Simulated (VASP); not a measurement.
# SiO2 (P4_2/mnm) in VASP: a series of runs

SiO2 is run at these levels: PBE; tasks: single point.

Program: VASP 6.6.1. These are calculated values, not measurements. Logs are shortened: lines on timing, memory, paths and dates and some standing lists are left out, and cuts for length are marked.

### 1 The cell of the first run

The structure is tetragonal, space group P4_2/mnm (No. 136). The conventional cell has a = 4.268 Å, b = 4.268 Å, c = 2.609 Å, α = 90.00°, β = 90.00°, γ = 90.00°. Within 2.3 Å of Si (site symmetry mmm) lie 6 O at 1.75 to 1.85 Å. Within 2.3 Å of O (site symmetry m2m) lie 3 Si at 1.75 to 1.85 Å.

### 2 Single point, PBE

Contents of INCAR:

```
SYSTEM = SiO2
PREC     = Accurate       ! precision mode
ENCUT    = 520            ! plane-wave cutoff, eV
EDIFF    = 1E-6           ! SCF threshold, eV
ISMEAR   = 0              ! smearing method
SIGMA    = 0.05           ! smearing width, eV
LREAL    = .False.        ! projectors in reciprocal space
LASPH    = .True.         ! aspherical terms in the spheres
NELM     = 100            ! most SCF steps
ALGO     = Normal         ! electronic algorithm
ISIF     = 2              ! what is computed and relaxed
LWAVE    = .False.        ! write WAVECAR
LCHARG   = .False.        ! write CHGCAR
GGA      = PE             ! functional
NBANDS   = 25             ! bands
```

Contents of KPOINTS:

```
Automatic mesh
0
Gamma
  6 6 8
  0 0 0
```

Contents of POSCAR:

```
SiO2
1.0
    4.2676000000      0.0000000000      0.0000000000
    0.0000000000      4.2676000000      0.0000000000
    0.0000000000      0.0000000000      2.6091000000
Si O
2 4
Direct
    0.5000000000      0.5000000000      0.5000000000
    0.0000000000      0.0000000000      0.0000000000
    0.6930127928      0.6930127928      0.0000000000
    0.1930127928      0.8069872072      0.5000000000
    0.3069872072      0.3069872072      0.0000000000
    0.8069872072      0.1930127928      0.5000000000
```

Potentials or basis: VASP PAW PBE potentials, release 64 (Si, O).

On the command line:

```bash
> cat potpaw_PBE.64/Si/POTCAR potpaw_PBE.64/O/POTCAR > POTCAR
> mpirun -np 1 vasp_std > vasp.out
```

OUTCAR:

```text
SYSTEM = SiO2
   PREC = Accurate
   ENCUT = 520
   EDIFF = 1E-6
   ISMEAR = 0
   LREAL = .False.
   LASPH = .True.
   NELM = 100
   ISIF = 2
   GGA = PE

 ion  position               nearest neighbor table
   1  0.500  0.500  0.500-   3 1.75   5 1.75   3 1.75   5 1.75   4 1.85   6 1.85
   2  0.000  0.000  0.000-   4 1.75   6 1.75   4 1.75   6 1.75   5 1.85   3 1.85
   3  0.693  0.693  0.000-   1 1.75   1 1.75   2 1.85
   4  0.193  0.807  0.500-   2 1.75   2 1.75   1 1.85
   5  0.307  0.307  0.000-   1 1.75   1 1.75   2 1.85
   6  0.807  0.193  0.500-   2 1.75   2 1.75   1 1.85

  LATTYP: Found a simple tetragonal cell.
 ALAT       =     4.2676000000
 C/A-ratio  =     0.6113740744

  Lattice vectors:

 A1 = (   4.2676000000,   0.0000000000,   0.0000000000)
 A2 = (   0.0000000000,   4.2676000000,   0.0000000000)
 A3 = (   0.0000000000,   0.0000000000,   2.6091000000)

Analysis of symmetry for initial positions (statically):
=====================================================================
 Subroutine PRICEL returns:
 Original cell was already a primitive cell.

 Routine SETGRP: Setting up the symmetry group for a
 simple tetragonal supercell.

 Subroutine GETGRP returns: Found 16 space group operations
 (whereof  8 operations were pure point group operations)
 out of a pool of 16 trial point group operations.

The static configuration has the point symmetry D_2h.
 The point group associated with its full space group is D_4h.

Analysis of symmetry for dynamics (positions and initial velocities):
=====================================================================
 Subroutine PRICEL returns:
 Original cell was already a primitive cell.

 Routine SETGRP: Setting up the symmetry group for a
 simple tetragonal supercell.

 Subroutine GETGRP returns: Found 16 space group operations
 (whereof  8 operations were pure point group operations)
 out of a pool of 16 trial point group operations.

The dynamic configuration has the point symmetry D_2h.
 The point group associated with its full space group is D_4h.

 Subroutine INISYM returns: Found 16 space group operations
 (whereof  8 operations are pure point group operations),
 and found     1 'primitive' translations

----------------------------------------------------------------------------------------

                                     Primitive cell

  volume of cell :      47.5180

  direct lattice vectors                    reciprocal lattice vectors
     4.267600000  0.000000000  0.000000000     0.234323742  0.000000000  0.000000000
     0.000000000  4.267600000  0.000000000     0.000000000  0.234323742  0.000000000
     0.000000000  0.000000000  2.609100000     0.000000000  0.000000000  0.383273926

  length of vectors
     4.267600000  4.267600000  2.609100000     0.234323742  0.234323742  0.383273926

  position of ions in fractional coordinates (direct lattice)
     0.500000000  0.500000000  0.500000000
     0.000000000  0.000000000  0.000000000
     0.693012793  0.693012793  0.000000000
     0.193012793  0.806987207  0.500000000
     0.306987207  0.306987207  0.000000000
     0.806987207  0.193012793  0.500000000

  ion indices of the primitive-cell ions
   primitive index   ion index
                 1           1
                 2           2
                 3           3
                 4           4
                 5           5
                 6           6

----------------------------------------------------------------------------------------

 KPOINTS: Automatic mesh

Automatic generation of k-mesh.
 Grid dimensions read from file:
 generate k-points for:    6    6    8

 Generating k-lattice:

  Cartesian coordinates                     Fractional coordinates (reciprocal lattice)
     0.039053957  0.000000000  0.000000000     0.166666667  0.000000000  0.000000000
     0.000000000  0.039053957  0.000000000     0.000000000  0.166666667  0.000000000
     0.000000000  0.000000000  0.047909241     0.000000000  0.000000000  0.125000000

  Length of vectors
     0.039053957  0.039053957  0.047909241

  Shift w.r.t. Gamma in fractional coordinates (k-lattice)
     0.000000000  0.000000000  0.000000000

 Subroutine IBZKPT returns following result:
 ===========================================

 Found     50 irreducible k-points:

 Following reciprocal coordinates:
            Coordinates               Weight
  0.000000  0.000000  0.000000      1.000000
  0.166667  0.000000  0.000000      4.000000
  0.333333  0.000000  0.000000      4.000000
  0.500000  0.000000  0.000000      2.000000
  0.166667  0.166667  0.000000      4.000000
  0.333333  0.166667  0.000000      8.000000
[... 16 lines left out ...]
  0.333333  0.000000  0.250000      8.000000
  0.500000  0.000000  0.250000      4.000000
 [... further k-points ...]
   k-points           NKPTS =     50   k-points in BZ     NKDIM =     50   number of bands    NBANDS=     25
   number of dos      NEDOS =    301   number of ions     NIONS =      6
   total plane-waves  NPLWV =  20480
   dimension x,y,z NGX =    32 NGY =   32 NGZ =   20
   dimension x,y,z NGXF=    64 NGYF=   64 NGZF=   40
   ions per type =               2   4
   NGX,Y,Z   is equivalent  to a cutoff of  12.47, 12.47, 12.74 a.u.
   NGXF,Y,Z  is equivalent  to a cutoff of  24.93, 24.93, 25.49 a.u.
 SYSTEM =  SiO2
   PREC   = accura    normal or accurate (medium, high low for compatibility)
   ISTART =      0    job   : 0-new  1-cont  2-samecut
   ICHARG =      2    charge: 1-file 2-atom 10-const
   ISPIN  =      1    spin polarized calculation?
   LNONCOLLINEAR =      F non collinear calculations
   LSORBIT =      F    spin-orbit coupling
   LASPH  =      T    aspherical Exc in radial PAW
   ENCUT  =  520.0 eV  38.22 Ry    6.18 a.u.   7.93  7.93  4.85*2*pi/ulx,y,z
   NELM   =    100;   NELMIN=  2; NELMDL= -5     # of ELM steps
   EDIFF  = 0.1E-05   stopping-criterion for ELM
   LREAL  =      F    real-space projection
   EDIFFG = 0.1E-04   stopping-criterion for IOM
   NSW    =      0    number of steps for IOM
   IBRION =     -1    ionic relax: 0-MD 1-quasi-New 2-CG
   NFREE  =      0    steps in history (QN), initial steepest desc. (CG)
   ISIF   =      2    stress and relaxation
   ISYM   =      2    0-nonsym 1-usesym 2-fastsym
   POTIM  = 0.5000    time-step for ionic-motion
   TEBEG  =    0.0;   TEEND  =   0.0 temperature during run
   PSTRESS=    0.0 pullay stress
   NELECT =      32.0000    total number of electrons
   NUPDOWN=      -1.0000    fix difference up-down
   EMIN   =  10.00;   EMAX   =-10.00  energy-range for DOS
   EFERMI =   0.00;   METHOD = LEGACY
   ISMEAR =     0;   SIGMA  =   0.05  broadening in eV -4-tet -1-fermi 0-gaus
   EFERMI_NEDOS =   21; number of points for ismear=-14 and -15
   IALGO  =     38    algorithm
   IMIX   =      4    mixing-type and parameters
     AMIX     =   0.40;   BMIX     =  1.00
     AMIX_MAG =   1.60;   BMIX_MAG =  1.00
  volume/ion in A,a.u.               =       7.92        53.44
  Fermi-wavevector in a.u.,A,eV,Ry     =   1.434957  2.711675 28.015764  2.059101
  Thomas-Fermi vector in A             =   2.554308
   LORBIT       =      0    0 simple, 1 ext, 2 COOP (PROOUT), +10 PAW based schemes
   GGA     = PE    functional components
   LHFCALC =     F    Hartree Fock is set to
   AEXX    =    0.0000 exact exchange contribution
   IVDW    =     0    specifies the selected vdW correction
   LEPSILON=     F    determine dielectric tensor
   LRPA    =     F    only Hartree local field effects (RPA)
 non-spin polarized calculation
 Gauss-broadening in eV      SIGMA  =   0.05
  energy-cutoff  :      520.00
  volume of cell :       47.52
 maximum number of plane-waves:      1312
 NGX is ok and might be reduce to    32
   NGX = 15   NGY = 15   NGZ =  9

 number of electron      32.0000023 magnetization

 Free energy of the ion-electron system (eV)
  ---------------------------------------------------
  ext. energy  EPLUGINS =         0.00000000
  ---------------------------------------------------
  free energy    TOTEN  =       -46.22067841 eV

  energy without entropy =      -46.22067841  energy(sigma->0) =      -46.22067841

 E-fermi :   8.0711     XC(G=0): -12.1447

 val. band max:        7.8647677958   @ k =   0.0000   0.0000   0.0000
 cond. band min:      13.3003107033   @ k =   0.0000   0.0000   0.0000
 fundamental gap:      5.4355429075
 Fermi energy:         8.0711222311

 k-point     1 :       0.0000    0.0000    0.0000
  band No.  band energies     occupation
      1     -14.5145      2.00000
      2     -11.0549      2.00000
      3     -11.0549      2.00000
      4     -10.9667      2.00000
      5      -2.8080      2.00000
      6       1.3928      2.00000
[... 17 lines left out ...]
     24      21.5115      0.00000
     25      23.1628      0.00000

 k-point     2 :       0.1667    0.0000    0.0000
  band No.  band energies     occupation
      1     -14.3785      2.00000
      2     -11.7351      2.00000
      3     -10.9873      2.00000
      4     -10.5627      2.00000
      5      -2.6375      2.00000
      6       0.6770      2.00000
[... 17 lines left out ...]
     24      21.0105      0.00000
     25      23.0877      0.00000

 k-point     3 :       0.3333    0.0000    0.0000
  band No.  band energies     occupation
      1     -13.9806      2.00000
      2     -12.5693      2.00000
      3     -10.8071      2.00000
      4     -10.4534      2.00000
      5      -2.1509      2.00000
      6      -0.4126      2.00000
[... 17 lines left out ...]
     24      21.4181      0.00000
     25      22.7169      0.00000

 k-point     4 :       0.5000    0.0000    0.0000
  band No.  band energies     occupation
      1     -13.3553      2.00000
      2     -13.3553      2.00000
      3     -10.5867      2.00000
      4     -10.5867      2.00000
      5      -1.3919      2.00000
      6      -1.3919      2.00000
[... 17 lines left out ...]
     24      22.3459      0.00000
     25      22.3954      0.00000

 k-point     5 :       0.1667    0.1667    0.0000
  band No.  band energies     occupation
      1     -14.2462      2.00000
      2     -11.9256      2.00000
      3     -11.1345      2.00000
      4     -10.4559      2.00000
      5      -2.4393      2.00000
      6       0.6249      2.00000
[... 17 lines left out ...]
     24      20.7883      0.00000
     25      23.1041      0.00000

 k-point     6 :       0.3333    0.1667    0.0000
  band No.  band energies     occupation
      1     -13.8614      2.00000
      2     -12.5489      2.00000
      3     -11.0327      2.00000
      4     -10.5141      2.00000
      5      -1.8944      2.00000
      6      -0.1671      2.00000
[... 17 lines left out ...]
     24      21.2294      0.00000
     25      22.6412      0.00000
[... 393 lines left out ...]
 k-point    21 :       0.0000    0.0000    0.2500
  band No.  band energies     occupation
      1     -13.6805      2.00000
      2     -10.8500      2.00000
      3     -10.6301      2.00000
      4     -10.6301      2.00000
      5      -2.4967      2.00000
      6       1.2901      2.00000
[... 17 lines left out ...]
     24      21.6394      0.00000
     25      22.0278      0.00000

 k-point    22 :       0.1667    0.0000    0.2500
  band No.  band energies     occupation
      1     -13.5571      2.00000
      2     -11.3031      2.00000
      3     -10.5871      2.00000
      4     -10.3993      2.00000
      5      -2.2488      2.00000
      6       0.8013      2.00000
[... 17 lines left out ...]
     24      21.6704      0.00000
     25      21.9406      0.00000

 k-point    23 :       0.3333    0.0000    0.2500
  band No.  band energies     occupation
      1     -13.1992      2.00000
      2     -11.9758      2.00000
      3     -10.4775      2.00000
      4     -10.3017      2.00000
      5      -1.5949      2.00000
      6       0.1412      2.00000
[... 17 lines left out ...]
     24      21.1289      0.00000
     25      21.7154      0.00000

 k-point    24 :       0.5000    0.0000    0.2500
  band No.  band energies     occupation
      1     -12.6470      2.00000
      2     -12.6470      2.00000
      3     -10.3559      2.00000
      4     -10.3559      2.00000
      5      -0.7325      2.00000
      6      -0.7325      2.00000
[... 17 lines left out ...]
     24      21.1692      0.00000
     25      21.6388      0.00000

 [... further k-points ...]
[... 5 lines left out ...]
  --------------------------------------------------------------------------------------
  -------------------------------------------------------------------------------------
  Total        0.1740629      0.1740629      6.1992929     -0.0000000      0.0000000      0.0000000
  in kB        5.8689268      5.8689268    209.0232511     -0.0000000      0.0000000      0.0000000
  external PRESSURE =      73.5870349 kB  Pullay stress =       0.0000000 kB

 VOLUME and BASIS-vectors are now :
 -----------------------------------------------------------------------------
  energy-cutoff  :      520.00
  volume of cell :       47.52
      direct lattice vectors                 reciprocal lattice vectors
     4.267600000  0.000000000  0.000000000     0.234323742  0.000000000  0.000000000
     0.000000000  4.267600000  0.000000000     0.000000000  0.234323742  0.000000000
     0.000000000  0.000000000  2.609100000     0.000000000  0.000000000  0.383273926

 POSITION                                       TOTAL-FORCE (eV/Angst)
 -----------------------------------------------------------------------------------
      2.13380      2.13380      1.30455         0.000000      0.000000      0.000000
      0.00000      0.00000      0.00000         0.000000      0.000000      0.000000
      2.95750      2.95750      0.00000        -0.081084     -0.081084      0.000000
      0.82370      3.44390      1.30455        -0.081084      0.081084     -0.000000
      1.31010      1.31010      0.00000         0.081084      0.081084     -0.000000
      3.44390      0.82370      1.30455         0.081084     -0.081084      0.000000
 -----------------------------------------------------------------------------------
    total drift:                                0.000000      0.000000     -0.000000

  FREE ENERGIE OF THE ION-ELECTRON SYSTEM (eV)
  ---------------------------------------------------
  free  energy   TOTEN  =       -46.2206784078 eV

  energy  without entropy=      -46.2206784078  energy(sigma->0) =      -46.22067841
```

Wall time 34 s (1 thread of Intel Xeon Platinum 8375C at 2.90GHz (Ice Lake), shared host); peak memory 0.17 GiB.

Results:

```
Free energy            : -46.2207 eV
Pressure               : 7.4 GPa
Largest force          : 0.115 eV/Å
Band gap on the k mesh : 5.44 eV, direct
```

Forces in eV/Å, atoms in the order of the input:
```
Si   0.000  0.000  0.000
Si   0.000  0.000  0.000
O   -0.081 -0.081  0.000
O   -0.081  0.081  0.000
O    0.081  0.081  0.000
O    0.081 -0.081  0.000
```

Stress tensor (GPa, compression positive):
```
 0.59  0.00  0.00
 0.00  0.59  0.00
 0.00  0.00 20.90
```

[end of part 1 of 2]
